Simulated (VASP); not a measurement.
# Sb in VASP: a series of runs

Aim: see how the results for Sb move with the level of theory and the settings. Levels: PBEsol+D4, PBE. Tasks: relaxation of cell and atoms, single point.

Everything below comes from runs of VASP 6.6.1. Logs are shortened: lines on timing, memory, paths and dates and some standing lists are left out, and cuts for length are marked.

## (1) The cell of the first run

It takes space group P6_3/mmc (No. 194, hexagonal). The conventional cell has a = 3.355 Å, b = 3.355 Å, c = 5.470 Å, α = 90.00°, β = 90.00°, γ = 120.00°. Within 4.4 Å of Sb (site symmetry -6m2) lie 12 Sb at 3.35 Å.

## (2) Relaxation of cell and atoms, PBEsol+D4

INCAR reads:

```
PREC = Accurate
ENCUT = 600
EDIFF = 1E-6
ISMEAR = -1
SIGMA = 0.05
LREAL = F
LASPH = T
NELM = 60
ALGO = Normal
ISIF = 3
LWAVE = F
LCHARG = F
GGA = PS
IVDW = 13
IBRION = 2
NSW = 60
EDIFFG = -0.01
```

KPOINTS reads:

```
Automatic mesh
0
Gamma
  9 9 5
```

POSCAR reads:

```
Sb
1.0
    3.3545324186      0.0000000000      0.0000000000
   -1.6772662093      2.9051102923      0.0000000000
    0.0000000000      0.0000000000      5.4701606500
Sb
2
Direct
    0.6666666667      0.3333333333      0.7500000000
    0.3333333333      0.6666666667      0.2500000000
```

Potentials or basis: VASP PAW PBE potentials, release 64 (Sb).

Command:

```
cat potpaw_PBE.64/Sb/POTCAR > POTCAR
mpirun -np 1 vasp_std > vasp.out
```

OUTCAR:

```text
PREC = Accurate
   ENCUT = 600
   EDIFF = 1E-6
   ISMEAR = -1
   LREAL = F
   LASPH = T
   NELM = 60
   ISIF = 3
   GGA = PS
   IVDW = 13
   IBRION = 2
   NSW = 60
   EDIFFG = -0.01

 ion  position               nearest neighbor table
   1  0.667  0.333  0.750-   2 3.35   2 3.35   2 3.35   2 3.35   2 3.35   2 3.35
   2  0.333  0.667  0.250-   1 3.35   1 3.35   1 3.35   1 3.35   1 3.35   1 3.35

  LATTYP: Found a hexagonal cell.
 ALAT       =     3.3545324186
 C/A-ratio  =     1.6306775334

  Lattice vectors:

 A1 = (   3.3545324186,   0.0000000000,   0.0000000000)
 A2 = (  -1.6772662093,   2.9051102923,   0.0000000000)
 A3 = (   0.0000000000,   0.0000000000,   5.4701606500)

Analysis of symmetry for initial positions (statically):
=====================================================================
 Subroutine PRICEL returns:
 Original cell was already a primitive cell.

 Routine SETGRP: Setting up the symmetry group for a
 hexagonal supercell.

 Subroutine GETGRP returns: Found 24 space group operations
 (whereof 12 operations were pure point group operations)
 out of a pool of 24 trial point group operations.

The static configuration has the point symmetry D_3d.
 The point group associated with its full space group is D_6h.

Analysis of symmetry for dynamics (positions and initial velocities):
=====================================================================
 Subroutine PRICEL returns:
 Original cell was already a primitive cell.

 Routine SETGRP: Setting up the symmetry group for a
 hexagonal supercell.

 Subroutine GETGRP returns: Found 24 space group operations
 (whereof 12 operations were pure point group operations)
 out of a pool of 24 trial point group operations.

The dynamic configuration has the point symmetry D_3d.
 The point group associated with its full space group is D_6h.

 Subroutine INISYM returns: Found 24 space group operations
 (whereof 12 operations are pure point group operations),
 and found     1 'primitive' translations

----------------------------------------------------------------------------------------

                                     Primitive cell

  volume of cell :      53.3083

  direct lattice vectors                    reciprocal lattice vectors
     3.354532419  0.000000000  0.000000000     0.298104139  0.172110505  0.000000000
    -1.677266209  2.905110292  0.000000000     0.000000000  0.344221010  0.000000000
     0.000000000  0.000000000  5.470160650     0.000000000  0.000000000  0.182809987

  length of vectors
     3.354532419  3.354532419  5.470160650     0.344221010  0.344221010  0.182809987

[... 72 lines left out ...]
   ISTART =      0    job   : 0-new  1-cont  2-samecut
   ICHARG =      2    charge: 1-file 2-atom 10-const
   ISPIN  =      1    spin polarized calculation?
   LNONCOLLINEAR =      F non collinear calculations
   LSORBIT =      F    spin-orbit coupling
   LASPH  =      T    aspherical Exc in radial PAW
   ENCUT  =  600.0 eV  44.10 Ry    6.64 a.u.   6.70  6.70 10.93*2*pi/ulx,y,z
   NELM   =     60;   NELMIN=  2; NELMDL= -5     # of ELM steps
   EDIFF  = 0.1E-05   stopping-criterion for ELM
   LREAL  =      F    real-space projection
   EDIFFG = -.1E-01   stopping-criterion for IOM
   NSW    =     60    number of steps for IOM
   IBRION =      2    ionic relax: 0-MD 1-quasi-New 2-CG
   NFREE  =      1    steps in history (QN), initial steepest desc. (CG)
   ISIF   =      3    stress and relaxation
   ISYM   =      2    0-nonsym 1-usesym 2-fastsym
   POTIM  = 0.5000    time-step for ionic-motion
   TEBEG  =    0.0;   TEEND  =   0.0 temperature during run
   PSTRESS=    0.0 pullay stress
   NELECT =      10.0000    total number of electrons
   NUPDOWN=      -1.0000    fix difference up-down
   EMIN   =  10.00;   EMAX   =-10.00  energy-range for DOS
   EFERMI =   0.00;   METHOD = LEGACY
   ISMEAR =    -1;   SIGMA  =   0.05  broadening in eV -4-tet -1-fermi 0-gaus
   EFERMI_NEDOS =   21; number of points for ismear=-14 and -15
   IALGO  =     38    algorithm
   IMIX   =      4    mixing-type and parameters
     AMIX     =   0.40;   BMIX     =  1.00
     AMIX_MAG =   1.60;   BMIX_MAG =  1.00
  volume/ion in A,a.u.               =      26.65       179.87
  Fermi-wavevector in a.u.,A,eV,Ry     =   0.937152  1.770960 11.949364  0.878253
  Thomas-Fermi vector in A             =   2.064234
   LORBIT       =      0    0 simple, 1 ext, 2 COOP (PROOUT), +10 PAW based schemes
   GGA     = PS    functional components
   LHFCALC =     F    Hartree Fock is set to
   AEXX    =    0.0000 exact exchange contribution
   IVDW    =    13    specifies the selected vdW correction
   LEPSILON=     F    determine dielectric tensor
   LRPA    =     F    only Hartree local field effects (RPA)
 conjugate gradient relaxation of ions
 non-spin polarized calculation
  energy-cutoff  :      600.00
  volume of cell :       53.31
 maximum number of plane-waves:      1798
 NGX is ok and might be reduce to    28
   NGX = 13   NGY = 13   NGZ = 21

--------------------------------------- Ionic step        1  -------------------------------------------

 number of electron      10.0000000 magnetization

 Free energy of the ion-electron system (eV)
  ---------------------------------------------------
  ext. energy  EPLUGINS =         0.00000000
  ---------------------------------------------------
  free energy    TOTEN  =        -8.68227679 eV

  energy without entropy =       -8.67027977  energy(sigma->0) =       -8.67627828

------------------------ aborting loop because EDIFF is reached ----------------------------------------

  DFT-D4 for vdW energy calculation

  Edisp (eV):   -0.65817
[... 151 lines left out ...]
--------------------------------------- Ionic step        5  -------------------------------------------

 number of electron      10.0000000 magnetization

 Free energy of the ion-electron system (eV)
  ---------------------------------------------------
  ext. energy  EPLUGINS =         0.00000000
  ---------------------------------------------------
  free energy    TOTEN  =        -8.67991910 eV

  energy without entropy =       -8.67026441  energy(sigma->0) =       -8.67509175

 E-fermi :   9.1529     XC(G=0): -10.6168

 val. band max:        9.1215478874   @ k =   0.2222   0.0000   0.4000
 cond. band min:       9.2341029243   @ k =   0.1111   0.1111   0.0000
 fundamental gap:      0.1125550368
 Fermi energy:         9.1529038520

 k-point     1 :       0.0000    0.0000    0.0000
  band No.  band energies     occupation
      1      -4.2203      2.00000
      2      -0.0633      2.00000
      3       2.9905      2.00000
      4      13.1017      0.00000
      5      13.1017      0.00000
      6      14.8690      0.00000
      7      14.8690      0.00000
      8      15.1856      0.00000
      9      17.2298      0.00000
[... 265 lines left out ...]
 k-point    24 :       0.3333    0.3333    0.2000
  band No.  band energies     occupation
      1       1.1145      2.00000
      2       1.1145      2.00000
      3       4.6515      2.00000
      4       5.8183      2.00000
      5       5.8183      2.00000
      6       7.4400      2.00000
      7       9.9848      0.00000
      8       9.9848      0.00000
      9      13.6946      0.00000

 [... further k-points ...]

------------------------ aborting loop because EDIFF is reached ----------------------------------------

  DFT-D4 for vdW energy calculation

  Edisp (eV):   -0.69444
[... 25 lines left out ...]
  FREE ENERGIE OF THE ION-ELECTRON SYSTEM (eV)
  ---------------------------------------------------
  free  energy   TOTEN  =        -9.3743554965 eV

  energy  without entropy=       -9.3647007983  energy(sigma->0) =       -9.36952815

 reached required accuracy - stopping structural energy minimisation
```

OSZICAR:

```text
N       E                     dE             d eps       ncg     rms          rms(c)
DAV:   1     0.407971902141E+02    0.40797E+02   -0.40773E+03   648   0.100E+03
DAV:   2    -0.714622491902E+01   -0.47943E+02   -0.46908E+02   980   0.129E+02
DAV:   3    -0.868397032574E+01   -0.15377E+01   -0.15249E+01   762   0.300E+01
DAV:   4    -0.869705977291E+01   -0.13089E-01   -0.13088E-01   770   0.316E+00
[... 28 lines left out ...]
       N       E                     dE             d eps       ncg     rms          rms(c)
DAV:   1    -0.867995345855E+01   -0.10775E-02   -0.14310E-03   692   0.216E-01    0.270E-02
DAV:   2    -0.867993189445E+01    0.21564E-04   -0.28910E-05   668   0.423E-02    0.151E-02
DAV:   3    -0.867991906186E+01    0.12833E-04   -0.22309E-05   681   0.264E-02    0.394E-03
DAV:   4    -0.867991910365E+01   -0.41792E-07   -0.18739E-07   334   0.407E-03
   5 F= -.93743555E+01 E0= -.93695281E+01  d E =-.192979E-04
```

CONTCAR:

```text
Sb
   1.00000000000000
     3.2946686842369557    0.0000000000000000   -0.0000000000000000
    -1.6473343421184778    2.8532667775775953    0.0000000000000000
    -0.0000000000000000   -0.0000000000000000    5.3682627734851858
  Sb
     2
Direct
     0.6666666667000030    0.3333333332999970    0.7500000000000000
     0.3333333332999970    0.6666666667000030    0.2500000000000000

  0.00000000E+00  0.00000000E+00  0.00000000E+00
  0.00000000E+00  0.00000000E+00  0.00000000E+00
```

Wall time 42 s (1 thread of Intel Xeon 6975P-C, shared host); peak memory 0.2 GiB.

Results:

* Free energy: -9.3744 eV
* Relaxed volume: 25.23 Å³/atom
* Relaxed cell: a = 3.295 Å, b = 3.295 Å, c = 5.368 Å, α = 90.00°, β = 90.00°, γ = 120.00°
* Space group after relaxing (to 0.05 Å): P6_3/mmc (No. 194)
* Energy gained by relaxing: 17.0 meV/atom
* Ionic steps: 5
* Pressure after relaxing: 0.0 GPa
* Band gap on the k mesh: zero (band 5 reaches 13.70 eV, above the bottom of band 6 at 6.27 eV)
* Dispersion energy per atom: -0.347 eV

The path:
| step | energy change (eV) | largest force (eV/Å) | pressure (GPa) | volume (Å³) |
| --- | --- | --- | --- | --- |
| 1 | 0.0000 | 0.0000 | -3.56 | 53.31 |
| 2 | -0.0216 | 0.0000 | 2.58 | 48.86 |
| 3 | -0.0339 | 0.0000 | -0.01 | 50.44 |
| 4 | -0.0339 | 0.0000 | 0.07 | 50.39 |
| 5 | -0.0339 | 0.0000 | -0.04 | 50.46 |

Final structure:
```
CELL_PARAMETERS angstrom
3.29467 0.00000 0.00000
-1.64733 2.85327 0.00000
0.00000 0.00000 5.36826
ATOMIC_POSITIONS crystal
Sb 0.66667 0.33333 0.75000
Sb 0.33333 0.66667 0.25000
```

Levels at points of the mesh, in eV from the Fermi level:
```csv
k point,band 3,band 4,band 5,band 6,band 7,band 8
"(0.00, 0.00, 0.00)",-6.16,3.95,3.95,5.72,5.72,6.03
```

Caveat: the PAW data sets were made with another functional, which shifts forces and pressure a little; spin-orbit coupling is left out, which moves the levels of the heavy elements; pairwise dispersion overbinds metals, which lowers pressure and volume.

## (3) Single point, PBE (atoms moved at random)

INCAR reads:

```
PREC     = Accurate       # precision mode
ENCUT    = 520            # plane-wave cutoff, eV
EDIFF    = 1E-6           # SCF threshold, eV
ISMEAR   = -1             # smearing method
SIGMA    = 0.05           # smearing width, eV
LREAL    = F              # projectors in reciprocal space
LASPH    = T              # aspherical terms in the spheres
NELM     = 60             # most SCF steps
ALGO     = Normal         # electronic algorithm
ISIF     = 2              # what is computed and relaxed
LWAVE    = F              # write WAVECAR
LCHARG   = F              # write CHGCAR
GGA      = PE             # functional
NBANDS   = 12             # bands
```

KPOINTS is that of step 2.

POSCAR reads:

```
Sb
1.0
    3.3545324186      0.0000000000      0.0000000000
   -1.6772662093      2.9051102923      0.0000000000
    0.0000000000      0.0000000000      5.4701606500
Sb
2
Direct
    0.6781860000      0.3344730000      0.7515460000
    0.3209610000      0.6625660000      0.2556060000
```

Potentials or basis: VASP PAW PBE potentials, release 64 (Sb).

Command:

```
cat potpaw_PBE.64/Sb/POTCAR > POTCAR
mpirun -np 1 vasp_std > vasp.out
```

Run time: 81 s. Hardware: 1 thread of AMD EPYC 7R13 (Zen 3), shared host; peak memory 0.22 GiB.

Results (log left out):

```yaml
Free_energy: -7.7292 eV
Pressure: 1.4 GPa
Largest_force: 0.037 eV/Å
Band_gap_on_the_k_mesh: zero (band 5 reaches 12.77 eV, above the bottom of band 6 at 5.90 eV)
```

Forces on the atoms (eV/Å):
```
Sb   0.025  0.006 -0.027
Sb  -0.025 -0.006  0.027
```

Stress tensor (GPa, compression positive):
```
1.51 0.19 0.02
0.19 1.46 0.01
0.02 0.01 1.17
```

Levels at points of the mesh, in eV from the Fermi level:
```
           k point  band 1  band 2  band 3  band 4  band 5  band 6  band 7  band 8  band 9  band 10
(0.00, 0.00, 0.00)  -12.92   -9.09   -5.80    3.60    3.80    5.20    5.47    5.59    7.81     9.03
```

Caveat: the cell differs from its parent crystal (atoms moved at random); spin-orbit coupling is left out, which moves the levels of the heavy elements.
